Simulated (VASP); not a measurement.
Set up this calculation in VASP 6.6.1, as the native input.

```yaml
Task: single point
Functional: HSE06
Potentials_or_basis: VASP PAW PBE potentials, release 64 (Ge_d, Si)
Cutoff: 520 eV
k_mesh: 6 × 6 × 6
Occupations: fermi-dirac, width 0.02 eV
Spin: no spin polarisation
Dipole_correction: no
Grid_for_exact_exchange_PRECFOCK: Normal
Further_INCAR_settings: ALGO = Normal; EDIFF = 1e-06; NBANDS = 16
Screening_parameter: 0.2079 1/Å
```

Crystal: SiGe.

```
Ge Si
1.0
     0.00000    2.62512    2.87517
     2.62512    0.00000    2.87517
     2.62512    2.62512    0.00000
Ge Si
1 1
Direct
  0.00000 0.00000 0.00000
  0.25000 0.25000 0.25000
```

This cell differs from its parent crystal: epitaxial xy strain -5.3%.

The input as run:

POSCAR

```
SiGe
1.0
    0.0000000000      2.6251204848      2.8751692648
    2.6251204848      0.0000000000      2.8751692648
    2.6251204848      2.6251204848      0.0000000000
Ge Si
1 1
Direct
    0.0000000000      0.0000000000      0.0000000000
    0.2500000000      0.2500000000      0.2500000000
```

INCAR.step1

```
SYSTEM = SiGe
  PREC = Accurate
  ENCUT = 520
  EDIFF = 1E-5
  ISMEAR = -1
  SIGMA = 0.02
  LREAL = .False.
  LASPH = .True.
  NELM = 100
  ALGO = Normal
  ISIF = 2
  LWAVE = .True.
  LCHARG = .False.
  NBANDS = 16
  GGA = PE
```

INCAR.step2

```
SYSTEM = SiGe
  PREC = Accurate
  ENCUT = 520
  EDIFF = 1E-6
  ISMEAR = -1
  SIGMA = 0.02
  LREAL = .False.
  LASPH = .True.
  NELM = 100
  ALGO = Normal
  ISIF = 2
  LWAVE = .False.
  LCHARG = .False.
  GGA = PE
  LHFCALC = .True.
  HFSCREEN = 0.2079
  PRECFOCK = Normal
  NBANDS = 16
  ISTART = 1
```

KPOINTS

```
Automatic mesh
0
Gamma
  6 6 6
  0 0 0
```

Potentials or basis: VASP PAW PBE potentials, release 64 (Ge_d, Si).

The run is started by

```console
$ cat potpaw_PBE.64/Ge_d/POTCAR potpaw_PBE.64/Si/POTCAR > POTCAR
$ cp INCAR.step1 INCAR
$ mpirun -np 1 vasp_std > vasp.out
$ cp INCAR.step2 INCAR
$ mpirun -np 1 vasp_std > vasp.out
```

Results of the run:

* Pressure: 7.3 GPa
* Band gap on the k mesh: 0.52 eV, indirect (least direct gap 2.55 eV)

Caveat: the cell differs from its parent crystal (epitaxial xy strain -5.3%); the PAW data sets were made with another functional, which shifts forces and pressure a little.

It took 37 min on 1 thread of Intel(R) Xeon(R) 6975P-C (Granite Rapids), on a shared host, peak memory 0.3 GiB.
